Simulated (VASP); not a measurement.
# PbO in VASP: a series of runs

The runs below take PbO through single point, with PBE.

Everything below comes from runs of VASP 6.6.1. Logs are shortened: lines on timing, memory, paths and dates and some standing lists are left out, and cuts for length are marked.

### 1 The cell of the first run

The cell holds a sheet with vacuum, 4 atoms: a = 3.974 Å, b = 3.974 Å, c = 17.000 Å, α = 90.00°, β = 90.00°, γ = 90.00°.

### 2 Single point, PBE

File INCAR:

```
ALGO = Normal ; DIPOL = 0.5 0.5 0.500
EDIFF = 1E-6 ; ENCUT = 520
GGA = PE ; IDIPOL = 3
ISIF = 2 ; ISMEAR = 0
LASPH = True ; LCHARG = False
LDIPOL = True ; LREAL = False
LWAVE = False ; NBANDS = 28
NELM = 100 ; PREC = Accurate
SIGMA = 0.1
```

File KPOINTS:

```
k-points
0
Gamma
  4 4 1
```

File POSCAR:

```
PbO
1.0
    3.9744000000      0.0000000000      0.0000000000
    0.0000000000      3.9744000000      0.0000000000
    0.0000000000      0.0000000000     17.0000000000
Pb O
2 2
Direct
    0.0000000000      0.5000000000      0.5694513000
    0.5000000000      0.0000000000      0.4305487000
    0.0000000000      0.0000000000      0.5000000000
    0.5000000000      0.5000000000      0.5000000000
```

Potentials or basis: VASP PAW PBE potentials, release 64 (Pb_d, O).

Launch:

```
cat potpaw_PBE.64/Pb_d/POTCAR potpaw_PBE.64/O/POTCAR > POTCAR
mpirun -np 1 vasp_std > vasp.out
```

OUTCAR:

```text
EDIFF = 1E-6
   ENCUT = 520
   GGA = PE
   ISIF = 2
   ISMEAR = 0
   LASPH = True
   LREAL = False
   NELM = 100
   PREC = Accurate

 ion  position               nearest neighbor table
   1  0.000  0.500  0.569-   3 2.31   4 2.31   3 2.31   4 2.31   2 3.67   2 3.67   2 3.67   2 3.67

   2  0.500  0.000  0.431-   3 2.31   4 2.31   4 2.31   3 2.31   1 3.67   1 3.67   1 3.67   1 3.67

   3  0.000  0.000  0.500-   1 2.31   2 2.31   1 2.31   2 2.31
   4  0.500  0.500  0.500-   1 2.31   2 2.31   2 2.31   1 2.31

  LATTYP: Found a simple tetragonal cell.
 ALAT       =     3.9744000000
 C/A-ratio  =     4.2773752013

  Lattice vectors:

 A1 = (   3.9744000000,   0.0000000000,   0.0000000000)
 A2 = (   0.0000000000,   3.9744000000,   0.0000000000)
 A3 = (   0.0000000000,   0.0000000000,  17.0000000000)

Analysis of symmetry for initial positions (statically):
=====================================================================
 Subroutine PRICEL returns:
 Original cell was already a primitive cell.

 Routine SETGRP: Setting up the symmetry group for a
 simple tetragonal supercell.

 Subroutine GETGRP returns: Found 16 space group operations
 (whereof  8 operations were pure point group operations)
 out of a pool of 16 trial point group operations.

The static configuration has the point symmetry D_2d.
 The point group associated with its full space group is D_4h.

Analysis of symmetry for dynamics (positions and initial velocities):
=====================================================================
 Subroutine PRICEL returns:
 Original cell was already a primitive cell.

 Routine SETGRP: Setting up the symmetry group for a
 simple tetragonal supercell.

 Subroutine GETGRP returns: Found 16 space group operations
 (whereof  8 operations were pure point group operations)
 out of a pool of 16 trial point group operations.

The dynamic configuration has the point symmetry D_2d.
 The point group associated with its full space group is D_4h.

 Subroutine INISYM returns: Found 16 space group operations
 (whereof  8 operations are pure point group operations),
 and found     1 'primitive' translations

----------------------------------------------------------------------------------------

                                     Primitive cell

  volume of cell :     268.5295

[... 77 lines left out ...]
   IBRION =     -1    ionic relax: 0-MD 1-quasi-New 2-CG
   NFREE  =      0    steps in history (QN), initial steepest desc. (CG)
   ISIF   =      2    stress and relaxation
   ISYM   =      2    0-nonsym 1-usesym 2-fastsym
   POTIM  = 0.5000    time-step for ionic-motion
   TEBEG  =    0.0;   TEEND  =   0.0 temperature during run
   PSTRESS=    0.0 pullay stress
   NELECT =      40.0000    total number of electrons
   NUPDOWN=      -1.0000    fix difference up-down
   EMIN   =  10.00;   EMAX   =-10.00  energy-range for DOS
   EFERMI =   0.00;   METHOD = LEGACY
   ISMEAR =     0;   SIGMA  =   0.10  broadening in eV -4-tet -1-fermi 0-gaus
   EFERMI_NEDOS =   21; number of points for ismear=-14 and -15
   IALGO  =     38    algorithm
   IMIX   =      4    mixing-type and parameters
     AMIX     =   0.40;   BMIX     =  1.00
     AMIX_MAG =   1.60;   BMIX_MAG =  1.00
  volume/ion in A,a.u.               =      67.13       453.03
  Fermi-wavevector in a.u.,A,eV,Ry     =   0.867822  1.639946 10.246759  0.753116
  Thomas-Fermi vector in A             =   1.986412
   LORBIT       =      0    0 simple, 1 ext, 2 COOP (PROOUT), +10 PAW based schemes
   GGA     = PE    functional components
   LHFCALC =     F    Hartree Fock is set to
   AEXX    =    0.0000 exact exchange contribution
   IVDW    =     0    specifies the selected vdW correction
   LEPSILON=     F    determine dielectric tensor
   LRPA    =     F    only Hartree local field effects (RPA)
 non-spin polarized calculation
 Gauss-broadening in eV      SIGMA  =   0.10
  energy-cutoff  :      520.00
  volume of cell :      268.53
 maximum number of plane-waves:      7311
 NGX is ok and might be reduce to    30
   NGX = 15   NGY = 15   NGZ = 63

 number of electron      39.9999989 magnetization

 dipolmoment           0.000000      0.000000     -0.000000 electrons x Angstroem

 Free energy of the ion-electron system (eV)
  ---------------------------------------------------
  ext. energy  EPLUGINS =         0.00000000
  ---------------------------------------------------
  free energy    TOTEN  =       -21.41160474 eV

  energy without entropy =      -21.41160474  energy(sigma->0) =      -21.41160474

 E-fermi :  -1.4095     XC(G=0):  -3.6396

 val. band max:       -1.8551809030   @ k =   0.0000   0.0000   0.0000
 cond. band min:       0.7334185858   @ k =   0.0000   0.0000   0.0000
 fundamental gap:      2.5885994889
 Fermi energy:        -1.4094848800

 k-point     1 :       0.0000    0.0000    0.0000
  band No.  band energies     occupation
      1     -19.7673      2.00000
      2     -19.2207      2.00000
      3     -17.3109      2.00000
      4     -17.3109      2.00000
      5     -17.2772      2.00000
      6     -17.2517      2.00000
[... 175 lines left out ...]
     27       4.9596      0.00000
     28       4.9596      0.00000

------------------------ aborting loop because EDIFF is reached ----------------------------------------

 vacuum level on the upper side and lower side of the slab       (xc-potential included)        -0.108        -0.108

  FORCE on cell =-STRESS in cart. coord.  units (eV):
  Direction    XX          YY          ZZ          XY          YZ          ZX
  --------------------------------------------------------------------------------------
  -------------------------------------------------------------------------------------
  Total        2.2087312      2.2087312      1.6744820      0.0000000      0.0000000      0.0000000
  in kB       13.1783604     13.1783604      9.9907708      0.0000000      0.0000000      0.0000000
  external PRESSURE =      12.1158306 kB  Pullay stress =       0.0000000 kB

 VOLUME and BASIS-vectors are now :
 -----------------------------------------------------------------------------
  energy-cutoff  :      520.00
  volume of cell :      268.53
      direct lattice vectors                 reciprocal lattice vectors
     3.974400000  0.000000000  0.000000000     0.251610306  0.000000000  0.000000000
     0.000000000  3.974400000  0.000000000     0.000000000  0.251610306  0.000000000
     0.000000000  0.000000000 17.000000000     0.000000000  0.000000000  0.058823529

 POSITION                                       TOTAL-FORCE (eV/Angst)
 -----------------------------------------------------------------------------------
      0.00000      1.98720      9.68067        -0.000000     -0.000000      0.740012
      1.98720      0.00000      7.31933         0.000000     -0.000000     -0.740012
      0.00000      0.00000      8.50000         0.000000     -0.000000      0.000000
      1.98720      1.98720      8.50000         0.000000      0.000000      0.000000
 -----------------------------------------------------------------------------------
    total drift:                                0.000000      0.000000      0.000000

  FREE ENERGIE OF THE ION-ELECTRON SYSTEM (eV)
  ---------------------------------------------------
  free  energy   TOTEN  =       -21.4116047361 eV

  energy  without entropy=      -21.4116047361  energy(sigma->0) =      -21.41160474

 vacuum level on the upper side and lower side of the slab         2.677         2.677
```

Wall time 33 s (1 thread of Intel Xeon 6975P-C (Granite Rapids), shared host); peak memory 0.33 GiB.

Results:

```
Free energy            : -21.4116 eV
Largest force          : 0.740 eV/Å
Band gap on the k mesh : 2.59 eV, direct
```

Forces on the atoms (eV/Å):
```
Pb   0.000  0.000  0.740
Pb   0.000  0.000 -0.740
O    0.000  0.000  0.000
O    0.000  0.000  0.000
```

Levels at points of the mesh, in eV from the valence-band top:
| k point | band 18 | band 19 | band 20 | band 21 | band 22 | band 23 |
| --- | --- | --- | --- | --- | --- | --- |
| (0.00, 0.00, 0.00) | -1.18 | -1.18 | 0.00 | 2.59 | 2.63 | 4.57 |
| (0.50, 0.00, 0.00) | -2.50 | -0.67 | -0.67 | 3.42 | 3.42 | 5.06 |
| (0.50, 0.50, 0.00) | -1.25 | -0.54 | -0.54 | 3.29 | 3.29 | 5.34 |

Caveat: spin-orbit coupling is left out, which moves the levels of the heavy elements.

### 3 Single point, PBE

This run uses another cell than the first one, of 116.60 Å³/atom, 1.737 times its volume.

File INCAR:

```
SYSTEM = PbO
ALGO     = Normal         ! electronic algorithm
DIPOL    = 0.5 0.5 0.298
EDIFF    = 1E-7           ! SCF threshold, eV
ENCUT    = 520            ! plane-wave cutoff, eV
GGA      = PE             ! functional
IDIPOL   = 3            
ISIF     = 2              ! what is computed and relaxed
ISMEAR   = 0              ! smearing method
LASPH    = .True.         ! aspherical terms in the spheres
LCHARG   = .True.         ! write CHGCAR
LDIPOL   = .True.       
LELF     = .True.         ! ELF
LREAL    = .False.        ! projectors in reciprocal space
LVACPOTAV= .True.       
LVHAR    = .True.       
LWAVE    = .False.        ! write WAVECAR
NBANDS   = 28             ! bands
NELM     = 80             ! most SCF steps
PREC     = Accurate       ! precision mode
SIGMA    = 0.1            ! smearing width, eV
```

File KPOINTS:

```
k-points
0
Gamma
  4 4 1
  0 0 0
```

File POSCAR:

```
PbO
1.0
    4.0436720127      0.0000000000      0.0000000000
    0.0000000000      4.0436720127      0.0000000000
    0.0000000000      0.0000000000     28.5226884000
Pb O
2 2
Direct
    0.0000000000      0.5000000000      0.3399563475
    0.5000000000      0.0000000000      0.2560604010
    0.0000000000      0.0000000000      0.2980083743
    0.5000000000      0.5000000000      0.2980083743
```

Potentials or basis: VASP PAW PBE potentials, release 64 (Pb_d, O).

Launch:

```
cat potpaw_PBE.64/Pb_d/POTCAR potpaw_PBE.64/O/POTCAR > POTCAR
mpirun -np 1 vasp_std > vasp.out
```

It took 82 s on 1 thread of Intel Xeon 6975P-C (Granite Rapids), shared host; peak memory 0.48 GiB.

Results (log left out):

* Free energy: -21.4668 eV
* Largest force: 0.044 eV/Å
* Band gap on the k mesh: 2.49 eV, direct
* Ionisation potential of the upper face: 4.52 eV

Forces on the atoms (eV/Å):
```
Pb   0.000  0.000  0.044
Pb   0.000  0.000 -0.044
O    0.000  0.000  0.000
O    0.000  0.000  0.000
```

Levels at points of the mesh, in eV from the valence-band top:
```tsv
k point	band 17	band 18	band 19	band 20	band 21	band 22	band 23	band 24
(0.00, 0.00, 0.00)	-1.09	-1.04	-1.04	0.00	2.49	2.51	4.48	4.52
(0.50, 0.00, 0.00)	-2.30	-2.30	-0.65	-0.65	3.37	3.37	4.85	4.85
(0.50, 0.50, 0.00)	-1.28	-1.28	-0.43	-0.43	3.17	3.17	5.19	5.19
```

Caveat: spin-orbit coupling is left out, which moves the levels of the heavy elements.

### 4 Single point, PBE

This run uses another cell than the first one, of 116.89 Å³/atom, 1.741 times its volume.

File INCAR:

```
ALGO = Normal
DIPOL = 0.5 0.5 0.298
EDIFF = 1E-7
ENCUT = 520
GGA = PE
IDIPOL = 3
ISIF = 2
ISMEAR = 0
LASPH = True
LCHARG = False
LDIPOL = True
LREAL = False
LWAVE = False
NBANDS = 28
NELM = 80
PREC = Accurate
SIGMA = 0.02
```

File KPOINTS:

```
k-points
0
Gamma
  6 6 1
```

File POSCAR:

```
PbO
1.0
    4.0487530006      0.0000000000      0.0000000000
    0.0000000000      4.0487530006      0.0000000000
    0.0000000000      0.0000000000     28.5226884000
Pb O
2 2
Direct
    0.0000000000      0.5000000000      0.3399117381
    0.5000000000      0.0000000000      0.2561050105
    0.0000000000      0.0000000000      0.2980083743
    0.5000000000      0.5000000000      0.2980083743
```

Launch:

```
cat potpaw_PBE.64/Pb_d/POTCAR potpaw_PBE.64/O/POTCAR > POTCAR
mpirun -np 1 vasp_std > vasp.out
```

Wall time 2.3 min (1 thread of Intel Xeon 6975P-C (Granite Rapids), shared host); peak memory 0.52 GiB.

Results (log left out):

- Free energy: -21.4676 eV
- Largest force: 0.035 eV/Å
- Band gap on the k mesh: 2.48 eV, direct

Forces on the atoms (eV/Å):
```
Pb   0.000  0.000  0.035
Pb   0.000  0.000 -0.035
O    0.000  0.000  0.000
O    0.000  0.000  0.000
```

Levels at points of the mesh, in eV from the valence-band top:
| k point | band 18 | band 19 | band 20 | band 21 | band 22 | band 23 |
| --- | --- | --- | --- | --- | --- | --- |
| (0.00, 0.00, 0.00) | -1.05 | -1.05 | 0.00 | 2.48 | 2.50 | 4.48 |
| (0.50, 0.00, 0.00) | -2.31 | -0.65 | -0.65 | 3.37 | 3.37 | 4.83 |
| (0.50, 0.50, 0.00) | -1.28 | -0.44 | -0.44 | 3.17 | 3.17 | 5.19 |

Caveat: spin-orbit coupling is left out, which moves the levels of the heavy elements.

### 5 Summary

```tsv
cell	k mesh	smearing	gap on the mesh (eV)	largest force (eV/Å)
a = 3.974, b = 3.974, c = 17.000 Å, 4 atoms	4 × 4 × 1	gaussian 0.1 eV	2.59	0.74
a = 4.044, b = 4.044, c = 28.523 Å, 4 atoms	4 × 4 × 1	gaussian 0.1 eV	2.49	0.04
a = 4.049, b = 4.049, c = 28.523 Å, 4 atoms	6 × 6 × 1	gaussian 0.02 eV	2.48	0.03
```

Alike in all rows: task single point; level PBE; potentials or basis VASP PAW PBE potentials, release 64 (Pb_d, O); no spin polarisation; cutoff (eV) 520.

Caveats: spin-orbit coupling is left out, which moves the levels of the heavy elements.

Absolute energies hang on the potentials; compare differences alone.
